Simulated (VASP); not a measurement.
# HfB2 (Fm-3m) in VASP: notebook

The runs below take HfB2 through single point, with PBE-based screened hybrid with 40 % exact exchange, PBE-based screened hybrid with 50 % exact exchange, PBE-based screened hybrid with 5 % exact exchange.

All numbers are computed with VASP 6.6.1; they aren't measurements. Logs are shortened: lines on timing, memory, paths and dates and some standing lists are left out, and cuts for length are marked.

## (1) The cell of the first run

Symmetry: Fm-3m, No. 225, cubic system. Conventional cell: a = 5.432 Å, b = 5.432 Å, c = 5.432 Å, α = 90.00°, β = 90.00°, γ = 90.00°. Hf (site symmetry m-3m) has 8 B at 2.35 Å within 3.1 Å. Within 3.1 Å of B (site symmetry -43m) lie 4 Hf at 2.35 Å and 6 B at 2.72 Å.

## (2) Single point, PBE-based screened hybrid with 40 % exact exchange

The input, POSCAR:

```
HfB2
1.0
    0.0000000000      2.7160800000      2.7160800000
    2.7160800000      0.0000000000      2.7160800000
    2.7160800000      2.7160800000      0.0000000000
Hf B
1 2
Direct
    0.0000000000      0.0000000000      0.0000000000
    0.2500000000      0.2500000000      0.2500000000
    0.7500000000      0.7500000000      0.7500000000
```

The input, INCAR.step1:

```
SYSTEM = HfB2
ALGO     = Normal         ! electronic algorithm
EDIFF    = 1E-5           ! SCF threshold, eV
ENCUT    = 520            ! plane-wave cutoff, eV
GGA      = PE             ! functional
ISIF     = 2              ! what is computed and relaxed
ISMEAR   = -1             ! smearing method
LASPH    = .TRUE.         ! aspherical terms in the spheres
LCHARG   = .FALSE.        ! write CHGCAR
LREAL    = .FALSE.        ! projectors in reciprocal space
LWAVE    = .TRUE.         ! write WAVECAR
NBANDS   = 15             ! bands
NELM     = 60             ! most SCF steps
PREC     = Accurate       ! precision mode
SIGMA    = 0.05           ! smearing width, eV
```

The input, INCAR.step2:

```
SYSTEM = HfB2
AEXX     = 0.4            ! exact-exchange fraction
ALGO     = Normal         ! electronic algorithm
EDIFF    = 1E-6           ! SCF threshold, eV
ENCUT    = 520            ! plane-wave cutoff, eV
GGA      = PE             ! functional
HFSCREEN = 0.2            ! screening, 1/A
ISIF     = 2              ! what is computed and relaxed
ISMEAR   = -1             ! smearing method
ISTART   = 1            
LASPH    = .TRUE.         ! aspherical terms in the spheres
LCHARG   = .FALSE.        ! write CHGCAR
LHFCALC  = .TRUE.         ! exact exchange
LREAL    = .FALSE.        ! projectors in reciprocal space
LWAVE    = .FALSE.        ! write WAVECAR
NBANDS   = 15             ! bands
NELM     = 60             ! most SCF steps
PREC     = Accurate       ! precision mode
PRECFOCK = Normal       
SIGMA    = 0.05           ! smearing width, eV
```

The input, KPOINTS:

```
k-points
0
G
  5 5 5
  0 0 0
```

Potentials or basis: VASP PAW PBE potentials, release 64 (Hf_pv, B).

Launch:

```bash
> cat potpaw_PBE.64/Hf_pv/POTCAR potpaw_PBE.64/B/POTCAR > POTCAR
> cp INCAR.step1 INCAR
> mpirun -np 1 vasp_std > vasp.out
> cp INCAR.step2 INCAR
> mpirun -np 1 vasp_std > vasp.out
```

OUTCAR:

```text
SYSTEM = HfB2
   AEXX = 0.4
   EDIFF = 1E-6
   ENCUT = 520
   GGA = PE
   HFSCREEN = 0.2
   ISIF = 2
   ISMEAR = -1
   ISTART = 1
   LASPH = .TRUE.
   LHFCALC = .TRUE.
   LREAL = .FALSE.
   NELM = 60
   PREC = Accurate
   PRECFOCK = Normal

 ion  position               nearest neighbor table
   1  0.000  0.000  0.000-   3 2.35   3 2.35   3 2.35   2 2.35   3 2.35   2 2.35   2 2.35   2 2.35

   2  0.250  0.250  0.250-   1 2.35   1 2.35   1 2.35   1 2.35
   3  0.750  0.750  0.750-   1 2.35   1 2.35   1 2.35   1 2.35

  LATTYP: Found a face centered cubic cell.
 ALAT       =     5.4321600000

  Lattice vectors:

 A1 = (   0.0000000000,   2.7160800000,   2.7160800000)
 A2 = (   2.7160800000,   0.0000000000,   2.7160800000)
 A3 = (   2.7160800000,   2.7160800000,   0.0000000000)

Analysis of symmetry for initial positions (statically):
=====================================================================
 Subroutine PRICEL returns:
 Original cell was already a primitive cell.

 Routine SETGRP: Setting up the symmetry group for a
 face centered cubic supercell.

 Subroutine GETGRP returns: Found 48 space group operations
 (whereof 48 operations were pure point group operations)
 out of a pool of 48 trial point group operations.

The static configuration has the point symmetry O_h .

Analysis of symmetry for dynamics (positions and initial velocities):
=====================================================================
 Subroutine PRICEL returns:
 Original cell was already a primitive cell.

 Routine SETGRP: Setting up the symmetry group for a
 face centered cubic supercell.

 Subroutine GETGRP returns: Found 48 space group operations
 (whereof 48 operations were pure point group operations)
 out of a pool of 48 trial point group operations.

The dynamic configuration has the point symmetry O_h .

 Subroutine INISYM returns: Found 48 space group operations
 (whereof 48 operations are pure point group operations),
 and found     1 'primitive' translations

----------------------------------------------------------------------------------------

                                     Primitive cell

  volume of cell :      40.0735

  direct lattice vectors                    reciprocal lattice vectors
     0.000000000  2.716080000  2.716080000    -0.184088834  0.184088834  0.184088834
     2.716080000  0.000000000  2.716080000     0.184088834 -0.184088834  0.184088834
     2.716080000  2.716080000  0.000000000     0.184088834  0.184088834 -0.184088834

  length of vectors
     3.841117172  3.841117172  3.841117172     0.318851213  0.318851213  0.318851213

  position of ions in fractional coordinates (direct lattice)
     0.000000000  0.000000000  0.000000000
     0.250000000  0.250000000  0.250000000
     0.750000000  0.750000000  0.750000000

  ion indices of the primitive-cell ions
   primitive index   ion index
                 1           1
                 2           2
                 3           3

----------------------------------------------------------------------------------------

 KPOINTS: k-points

Automatic generation of k-mesh.
 Grid dimensions read from file:
 generate k-points for:    5    5    5

 Generating k-lattice:

  Cartesian coordinates                     Fractional coordinates (reciprocal lattice)
    -0.036817767  0.036817767  0.036817767     0.200000000  0.000000000  0.000000000
     0.036817767 -0.036817767  0.036817767     0.000000000  0.200000000  0.000000000
     0.036817767  0.036817767 -0.036817767     0.000000000  0.000000000  0.200000000

  Length of vectors
     0.063770243  0.063770243  0.063770243

  Shift w.r.t. Gamma in fractional coordinates (k-lattice)
     0.000000000  0.000000000  0.000000000

 Subroutine IBZKPT returns following result:
 ===========================================

 Found     10 irreducible k-points:

 Following reciprocal coordinates:
            Coordinates               Weight
  0.000000  0.000000  0.000000      1.000000
  0.200000  0.000000  0.000000      8.000000
  0.400000  0.000000  0.000000      8.000000
  0.200000  0.200000  0.000000      6.000000
  0.400000  0.200000  0.000000     24.000000
 -0.400000  0.200000  0.000000     24.000000
 -0.200000  0.200000  0.000000     12.000000
  0.400000  0.400000  0.000000      6.000000
 -0.400000  0.400000  0.000000     12.000000
 -0.400000  0.400000  0.200000     24.000000
   k-points           NKPTS =     10   k-points in BZ     NKDIM =    125   number of bands    NBANDS=     15
   number of dos      NEDOS =    301   number of ions     NIONS =      3
   total plane-waves  NPLWV =  27000
   dimension x,y,z NGX =    30 NGY =   30 NGZ =   30
   dimension x,y,z NGXF=    60 NGYF=   60 NGZF=   60
   ions per type =               1   2
   NGX,Y,Z   is equivalent  to a cutoff of  12.98, 12.98, 12.98 a.u.
   NGXF,Y,Z  is equivalent  to a cutoff of  25.97, 25.97, 25.97 a.u.
 SYSTEM =  HfB2
   PREC   = accura    normal or accurate (medium, high low for compatibility)
   ISTART =      1    job   : 0-new  1-cont  2-samecut
   ICHARG =      0    charge: 1-file 2-atom 10-const
   ISPIN  =      1    spin polarized calculation?
   LNONCOLLINEAR =      F non collinear calculations
   LSORBIT =      F    spin-orbit coupling
   LASPH  =      T    aspherical Exc in radial PAW
   ENCUT  =  520.0 eV  38.22 Ry    6.18 a.u.   7.14  7.14  7.14*2*pi/ulx,y,z
   NELM   =     60;   NELMIN=  2; NELMDL=  0     # of ELM steps
   EDIFF  = 0.1E-05   stopping-criterion for ELM
   LREAL  =      F    real-space projection
   EDIFFG = 0.1E-04   stopping-criterion for IOM
   NSW    =      0    number of steps for IOM
   IBRION =     -1    ionic relax: 0-MD 1-quasi-New 2-CG
   NFREE  =      0    steps in history (QN), initial steepest desc. (CG)
   ISIF   =      2    stress and relaxation
   ISYM   =      3    0-nonsym 1-usesym 2-fastsym
   POTIM  = 0.5000    time-step for ionic-motion
   TEBEG  =    0.0;   TEEND  =   0.0 temperature during run
   PSTRESS=    0.0 pullay stress
   NELECT =      16.0000    total number of electrons
   NUPDOWN=      -1.0000    fix difference up-down
   EMIN   =  10.00;   EMAX   =-10.00  energy-range for DOS
   EFERMI =   0.00;   METHOD = LEGACY
   ISMEAR =    -1;   SIGMA  =   0.05  broadening in eV -4-tet -1-fermi 0-gaus
   EFERMI_NEDOS =   21; number of points for ismear=-14 and -15
   IALGO  =     38    algorithm
   IMIX   =      1    mixing-type and parameters
     AMIX     =   0.40;   BMIX     =  1.00
     AMIX_MAG =   1.60;   BMIX_MAG =  1.00
  volume/ion in A,a.u.               =      13.36        90.14
  Fermi-wavevector in a.u.,A,eV,Ry     =   1.205486  2.278039 19.771948  1.453197
  Thomas-Fermi vector in A             =   2.341181
   LORBIT       =      0    0 simple, 1 ext, 2 COOP (PROOUT), +10 PAW based schemes
   GGA     = PE    functional components
   LHFCALC =     T    Hartree Fock is set to
   PRECFOCK=normal    Normal, Fast or Accurate (Low or Medium for compatibility)
   ENCUT4O =  -1.0   cutoff for four orbital integrals eV
   NKREDX  =     1    reduce k-point grid by
   NKREDY  =     1    reduce k-point grid by
   NKREDZ  =     1    reduce k-point grid by
   AEXX    =    0.4000 exact exchange contribution
   HFSCREEN=    0.2000 screening length (either q_TF or 0.3 A-1)
   HFSCREENC=   0.2000 screening length for correlation (either q_TF or 0.3 A-1)
   ENCUTFOCK=  -1.0 apply spherical cutoff to Coloumb kernel
   IVDW    =     0    specifies the selected vdW correction
   LEPSILON=     F    determine dielectric tensor
   LRPA    =     F    only Hartree local field effects (RPA)
 non-spin polarized calculation
  energy-cutoff  :      520.00
  volume of cell :       40.07
 maximum number of plane-waves:      1091
 NGX is ok and might be reduce to    30
  NGX = 24; NGY = 24; NGZ = 24

 number of electron      16.0000001 magnetization

 Free energy of the ion-electron system (eV)
  ---------------------------------------------------
  ext. energy  EPLUGINS =         0.00000000
  ---------------------------------------------------
  free energy    TOTEN  =       -25.23472871 eV

  energy without entropy =      -25.22095237  energy(sigma->0) =      -25.22784054

 E-fermi :   4.4904     XC(G=0):  -7.9523

 val. band max:        4.4587954933   @ k =  -0.4000   0.2000   0.0000
 cond. band min:       4.7045996205   @ k =  -0.4000   0.4000   0.2000
 fundamental gap:      0.2458041272
 Fermi energy:         4.4904215037

 k-point     1 :       0.0000    0.0000    0.0000
  band No.  band energies     occupation
      1     -29.5664      2.00000
      2     -29.5664      2.00000
      3     -29.5664      2.00000
      4      -8.8492      2.00000
      5      -0.2172      2.00000
      6      -0.2172      2.00000
      7      -0.2172      2.00000
      8       3.3375      2.00000
      9       7.3004      0.00000
     10       7.3004      0.00000
     11       9.3847      0.00000
     12       9.3847      0.00000
     13       9.3847      0.00000
     14      15.6537      0.00000
     15      15.6537      0.00000

 k-point     2 :       0.2000    0.0000    0.0000
  band No.  band energies     occupation
      1     -29.6578      2.00000
      2     -29.5810      2.00000
      3     -29.5810      2.00000
      4      -8.0685      2.00000
      5      -1.7783      2.00000
      6       0.2655      2.00000
      7       0.2655      2.00000
      8       5.3729      0.00000
      9       5.8414      0.00000
     10       5.8414      0.00000
     11       8.5188      0.00000
     12      10.7204      0.00000
     13      10.7204      0.00000
     14      12.0257      0.00000
     15      14.9312      0.00000

 k-point     3 :       0.4000    0.0000    0.0000
  band No.  band energies     occupation
      1     -29.8025      2.00000
      2     -29.6053      2.00000
      3     -29.6053      2.00000
      4      -6.3355      2.00000
      5      -3.4073      2.00000
      6       0.9819      2.00000
      7       0.9819      2.00000
      8       5.5710      0.00000
      9       5.5710      0.00000
     10       5.8088      0.00000
     11       6.6954      0.00000
     12       9.0323      0.00000
     13       9.0323      0.00000
     14      13.1658      0.00000
     15      16.4484      0.00000
[... 91 lines left out ...]
 k-point     9 :      -0.4000    0.4000    0.0000
  band No.  band energies     occupation
      1     -29.7870      2.00000
      2     -29.7114      2.00000
      3     -29.6614      2.00000
      4      -3.6915      2.00000
      5      -3.5990      2.00000
      6      -1.9074      2.00000
      7       1.5892      2.00000
      8       2.3058      2.00000
      9       5.2272      0.00000
     10       6.5112      0.00000
     11       8.7816      0.00000
     12       9.6590      0.00000
     13      11.1256      0.00000
     14      14.9700      0.00000
     15      15.0708      0.00000

 k-point    10 :      -0.4000    0.4000    0.2000
  band No.  band energies     occupation
      1     -29.7677      2.00000
      2     -29.7114      2.00000
      3     -29.6556      2.00000
      4      -4.5302      2.00000
      5      -3.4531      2.00000
      6      -0.5367      2.00000
      7       0.3714      2.00000
      8       3.0820      2.00000
      9       4.7046      0.02721
     10       6.8858      0.00000
     11       9.1311      0.00000
     12       9.9700      0.00000
     13      10.3149      0.00000
     14      14.0371      0.00000
     15      15.3369      0.00000

------------------------ aborting loop because EDIFF is reached ----------------------------------------

  FORCE on cell =-STRESS in cart. coord.  units (eV):
  Direction    XX          YY          ZZ          XY          YZ          ZX
  --------------------------------------------------------------------------------------
  -------------------------------------------------------------------------------------
  Total       -1.1552346     -1.1552346     -1.1552346     -0.0000000      0.0000000      0.0000000
  in kB      -46.1873546    -46.1873546    -46.1873546     -0.0000000      0.0000000      0.0000000
  external PRESSURE =     -46.1873546 kB  Pullay stress =       0.0000000 kB

 VOLUME and BASIS-vectors are now :
 -----------------------------------------------------------------------------
  energy-cutoff  :      520.00
  volume of cell :       40.07
      direct lattice vectors                 reciprocal lattice vectors
     0.000000000  2.716080000  2.716080000    -0.184088834  0.184088834  0.184088834
     2.716080000  0.000000000  2.716080000     0.184088834 -0.184088834  0.184088834
     2.716080000  2.716080000  0.000000000     0.184088834  0.184088834 -0.184088834

 POSITION                                       TOTAL-FORCE (eV/Angst)
 -----------------------------------------------------------------------------------
      0.00000      0.00000      0.00000        -0.000000      0.000000     -0.000000
      1.35804      1.35804      1.35804        -0.000000     -0.000000     -0.000000
      4.07412      4.07412      4.07412         0.000000      0.000000      0.000000
 -----------------------------------------------------------------------------------
    total drift:                                0.000005      0.000002      0.000001

  FREE ENERGIE OF THE ION-ELECTRON SYSTEM (eV)
  ---------------------------------------------------
  free  energy   TOTEN  =       -25.2347287086 eV

  energy  without entropy=      -25.2209523733  energy(sigma->0) =      -25.22784054
```

Wall time 11 min (1 thread of Intel Xeon Platinum 8488C (Sapphire Rapids), shared host); peak memory 0.28 GiB.

What came out:

```yaml
Free_energy: -25.2347 eV
Pressure: -4.6 GPa
Band_gap_on_the_k_mesh: zero (bands 8 and 9 overlap by 1.11 eV)
```

Levels at points of the mesh, in eV from the Fermi level:
```
           k point  band 4  band 5  band 6  band 7  band 8  band 9  band 10  band 11  band 12  band 13
(0.00, 0.00, 0.00)  -13.34   -4.71   -4.71   -4.71   -1.15    2.81     2.81     4.89     4.89     4.89
```

Caveat: the k points lie up to 0.40 Å⁻¹ apart, too coarse for converged energies and pressures of a metal; the PAW data sets were made with another functional, which shifts forces and pressure a little; spin-orbit coupling is left out, which moves the levels of the heavy elements.

(Part 1 of 2 ends here.)

The gap in the log of VASP goes by the Fermi energy; the results here count the filled bands.